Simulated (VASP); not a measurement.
# W (Pm-3m) in VASP: further runs, part 2 of 2

VASP 6.6.1.

## (3) Single point, PBE

File INCAR:

```
SYSTEM = W
PREC = Accurate ; ENCUT = 520
EDIFF = 1E-6 ; ISMEAR = -1
SIGMA = 0.08 ; LREAL = .FALSE.
LASPH = .TRUE. ; NELM = 100
ALGO = Normal ; ISIF = 2
LWAVE = .FALSE. ; LCHARG = .FALSE.
GGA = PE ; NBANDS = 13
```

File KPOINTS:

```
regular mesh
0
G
  16 16 16
  0 0 0
```

File POSCAR:

```
W
1.0
    2.4176489729      0.0000000000      0.0000000000
    0.0000000000      2.4176489729      0.0000000000
    0.0000000000      0.0000000000      2.4176489729
W
1
Direct
    0.0000000000      0.0000000000      0.0000000000
```

Potentials or basis: VASP PAW PBE potentials, release 64 (W_sv).

Started as:

```sh
$ cat potpaw_PBE.64/W_sv/POTCAR > POTCAR
$ mpirun -np 1 vasp_std > vasp.out
```

OUTCAR:

```text
SYSTEM = W
   PREC = Accurate
   ENCUT = 520
   EDIFF = 1E-6
   ISMEAR = -1
   LREAL = .FALSE.
   LASPH = .TRUE.
   NELM = 100
   ISIF = 2
   GGA = PE

 ion  position               nearest neighbor table
   1  0.000  0.000  0.000-

  LATTYP: Found a simple cubic cell.
 ALAT       =     2.4176489729

  Lattice vectors:

 A1 = (   2.4176489729,   0.0000000000,   0.0000000000)
 A2 = (   0.0000000000,   2.4176489729,   0.0000000000)
 A3 = (   0.0000000000,   0.0000000000,   2.4176489729)
[... 553 lines left out ...]
      4     -23.7460      2.00000
      5       7.9038      2.00000
      6       9.4197      2.00000
      7      10.2816      2.00000
      8      14.2588      0.00000
      9      15.8777      0.00000
     10      19.3161      0.00000
     11      25.9134      0.00000
     12      28.7892      0.00000
     13      34.2738      0.00000

 [... further k-points ...]
[... 5 lines left out ...]
  --------------------------------------------------------------------------------------
  -------------------------------------------------------------------------------------
  Total        8.8747640      8.8747640      8.8747640      0.0000000     -0.0000000      0.0000000
  in kB     1006.2077646   1006.2077646   1006.2077646      0.0000000     -0.0000000      0.0000000
  external PRESSURE =    1006.2077646 kB  Pullay stress =       0.0000000 kB

 VOLUME and BASIS-vectors are now :
 -----------------------------------------------------------------------------
  energy-cutoff  :      520.00
  volume of cell :       14.13
      direct lattice vectors                 reciprocal lattice vectors
     2.417648973  0.000000000  0.000000000     0.413624977  0.000000000  0.000000000
     0.000000000  2.417648973  0.000000000     0.000000000  0.413624977  0.000000000
     0.000000000  0.000000000  2.417648973     0.000000000  0.000000000  0.413624977

 POSITION                                       TOTAL-FORCE (eV/Angst)
 -----------------------------------------------------------------------------------
      0.00000      0.00000      0.00000         0.000000      0.000000      0.000000
 -----------------------------------------------------------------------------------
    total drift:                                0.000000      0.000000      0.000000

  FREE ENERGIE OF THE ION-ELECTRON SYSTEM (eV)
  ---------------------------------------------------
  free  energy   TOTEN  =       -10.4625178490 eV

  energy  without entropy=      -10.4458966006  energy(sigma->0) =      -10.45420722
```

stdout:

```text
POSCAR found type information on POSCAR W
 POSCAR found :  1 types and       1 ions
 scaLAPACK will be used
 LDA part: xc-table for (Slater+PW92), standard interpolation
 POSCAR, INCAR and KPOINTS ok, starting setup
 FFT: planning ... GRIDC
 FFT: planning ... GRID_SOFT
 FFT: planning ... GRID
 WAVECAR not read
 entering main loop
```

Run time: 17 s. Hardware: 1 thread of Intel Xeon 6975P-C, shared host; peak memory 0.14 GiB.

What came out:

```
Free energy            : -10.4625 eV
Pressure               : 100.6 GPa
Band gap on the k mesh : zero (band 7 reaches 15.52 eV, above the bottom of band 8 at 11.52 eV)
```

Caveat: spin-orbit coupling is left out, which moves the levels of the heavy elements.

## (4) Relaxation of cell and atoms, PBE, target pressure 97 GPa, at which the enthalpy is minimised

This run uses another cell than the first one, of 13.83 Å³/atom, 0.978 times its volume.

File INCAR:

```
PREC     = Accurate       # precision mode
ENCUT    = 600            # plane-wave cutoff, eV
EDIFF    = 1E-6           # SCF threshold, eV
ISMEAR   = -1             # smearing method
SIGMA    = 0.08           # smearing width, eV
LREAL    = False          # projectors in reciprocal space
LASPH    = True           # aspherical terms in the spheres
NELM     = 80             # most SCF steps
ALGO     = Normal         # electronic algorithm
ISIF     = 3              # what is computed and relaxed
LWAVE    = False          # write WAVECAR
LCHARG   = False          # write CHGCAR
GGA      = PE             # functional
IBRION   = 2              # ionic algorithm
NSW      = 60             # ionic steps
EDIFFG   = -0.005         # ionic threshold
PSTRESS  = 970.0
```

File KPOINTS:

```
regular mesh
0
Gamma
  16 16 16
```

File POSCAR:

```
W
1.0
    2.4005257769      0.0000000000      0.0000000000
    0.0000000000      2.4005257769      0.0000000000
    0.0000000000      0.0000000000      2.4005257769
W
1
Direct
    0.0000000000      0.0000000000      0.0000000000
```

Started as:

```sh
$ cat potpaw_PBE.64/W_sv/POTCAR > POTCAR
$ mpirun -np 1 vasp_std > vasp.out
```

Wall time 80 s (1 thread of Intel Xeon 6975P-C, shared host); peak memory 0.16 GiB.

It converged, with:

- Free energy: -10.5184 eV
- Relaxed volume: 14.22 Å³/atom
- Relaxed cell: a = 2.423 Å, b = 2.423 Å, c = 2.423 Å, α = 90.00°, β = 90.00°, γ = 90.00°
- Space group after relaxing (to 0.05 Å): Pm-3m (No. 221)
- Energy change on relaxing (the enthalpy is what falls): -255.1 meV/atom
- Ionic steps: 15
- Pressure after relaxing: 97.0 GPa
- Band gap on the k mesh: zero (band 7 reaches 15.40 eV, above the bottom of band 8 at 11.42 eV)

The path:
```tsv
step	energy change (eV)	largest force (eV/Å)	pressure (GPa)	volume (Å³)
1	0.0000	0.0000	113.69	13.83
2	-1.1705	0.0000	21.66	16.92
3	-0.2761	0.0000	95.55	14.26
4	-0.2550	0.0000	96.94	14.22
5	-0.2503	0.0000	97.24	14.21
6	-0.2506	0.0000	97.29	14.21
7	-0.2516	0.0000	97.21	14.22
8	-0.2516	0.0000	97.18	14.22
9	-0.2516	0.0000	97.18	14.22
10	-0.2517	0.0000	97.18	14.22
11	-0.2518	0.0000	97.18	14.22
12	-0.2520	0.0000	97.18	14.22
13	-0.2524	0.0000	97.19	14.22
14	-0.2533	0.0000	97.09	14.22
15	-0.2551	0.0000	96.98	14.22
```

Final structure:
```
CELL_PARAMETERS angstrom
2.42280 0.00000 0.00000
0.00000 2.42280 0.00000
0.00000 0.00000 2.42280
ATOMIC_POSITIONS crystal
W 0.00000 0.00000 0.00000
```

Levels at points of the mesh, in eV from the Fermi level:
```tsv
k point	band 4	band 5	band 6	band 7	band 8	band 9	band 10	band 11
(0.00, 0.00, 0.00)	-37.04	-9.74	-5.80	-5.80	6.67	6.67	6.67	17.16
(0.50, 0.00, 0.00)	-36.78	-5.67	-4.45	-0.45	1.13	1.13	7.29	12.93
(0.50, 0.50, 0.00)	-36.54	-7.73	-3.33	2.28	2.28	6.44	6.44	10.51
(0.50, 0.50, 0.50)	-38.92	-5.49	-5.49	-5.49	6.72	10.95	10.95	15.88
```

Caveat: the cell is relaxed towards a set pressure, so the enthalpy falls and the energy may rise; spin-orbit coupling is left out, which moves the levels of the heavy elements.

## (5) Relaxation of cell and atoms, PBE, target pressure 97 GPa, at which the enthalpy is minimised

File INCAR:

```
  PREC = Accurate
  ENCUT = 600
  EDIFF = 1E-6
  ISMEAR = -1
  SIGMA = 0.08
  LREAL = False
  LASPH = True
  NELM = 60
  ALGO = Normal
  ISIF = 3
  LWAVE = False
  LCHARG = False
  GGA = PE
  IBRION = 2
  NSW = 32
  EDIFFG = -0.005
  PSTRESS = 970.0
```

File KPOINTS:

```
Automatic mesh
0
Gamma
  16 16 16
```

File POSCAR:

```
W
1.0
    2.4182618158      0.0000000000      0.0000000000
    0.0000000000      2.4182618158      0.0000000000
    0.0000000000      0.0000000000      2.4182618158
W
1
Direct
    0.0000000000      0.0000000000      0.0000000000
```

Started as:

```sh
$ cat potpaw_PBE.64/W_sv/POTCAR > POTCAR
$ mpirun -np 1 vasp_std > vasp.out
```

It took 27 s on 1 thread of Intel Xeon 6975P-C, shared host; peak memory 0.16 GiB.

It converged, with:

```yaml
Free_energy: -10.5185 eV
Relaxed_volume: 14.22 Å³/atom
Relaxed_cell: a = 2.423 Å, b = 2.423 Å, c = 2.423 Å, α = 90.00°, β = 90.00°, γ = 90.00°
Space_group_after_relaxing_to_0.05_Å: Pm-3m (No. 221)
Energy_change_on_relaxing_the_enthalpy_is_what_falls: -49.1 meV/atom
Ionic_steps: 3
Pressure_after_relaxing: 97.0 GPa
Band_gap_on_the_k_mesh: zero (band 7 reaches 15.40 eV, above the bottom of band 8 at 11.42 eV)
```

The path:
```csv
step,energy change (eV),largest force (eV/Å),pressure (GPa),volume (Å³)
1,0.0000,0.0000,100.23,14.14
2,-0.3271,0.0000,77.66,14.73
3,-0.0491,0.0000,96.96,14.22
```

Final structure:
```
W
1.0
     2.42280    0.00000    0.00000
     0.00000    2.42280    0.00000
     0.00000    0.00000    2.42280
W
1
Direct
  0.00000 0.00000 0.00000
```

Levels at points of the mesh, in eV from the Fermi level:
```tsv
k point	band 4	band 5	band 6	band 7	band 8	band 9	band 10	band 11
(0.00, 0.00, 0.00)	-37.04	-9.74	-5.80	-5.80	6.67	6.67	6.67	17.16
(0.50, 0.00, 0.00)	-36.78	-5.67	-4.45	-0.45	1.13	1.13	7.29	12.93
(0.50, 0.50, 0.00)	-36.54	-7.73	-3.33	2.28	2.28	6.44	6.44	10.51
(0.50, 0.50, 0.50)	-38.92	-5.49	-5.49	-5.49	6.72	10.95	10.95	15.88
```

Caveat: the cell is relaxed towards a set pressure, so the enthalpy falls and the energy may rise; spin-orbit coupling is left out, which moves the levels of the heavy elements.

## (6) Overview

```csv
task,cell,cutoff (eV),gap on the mesh (eV),pressure (GPa)
single point,"a = 2.418 Å, 1 atom",520,none,100.6
relaxation of cell and atoms,"relaxed to 97 GPa from a = 2.401 Å, 1 atom",600,none,97.0
relaxation of cell and atoms,"relaxed to 97 GPa from a = 2.418 Å, 1 atom",600,none,97.0
```

Alike in all rows: level PBE; potentials or basis VASP PAW PBE potentials, release 64 (W_sv); no spin polarisation; k mesh 16 × 16 × 16; smearing fermi-dirac 0.08 eV.

Caveats: spin-orbit coupling is left out, which moves the levels of the heavy elements; the cell is relaxed towards a set pressure, so the enthalpy falls and the energy may rise (some runs).

Total energies depend on the potentials used, so only differences within one code and one set of settings carry meaning.
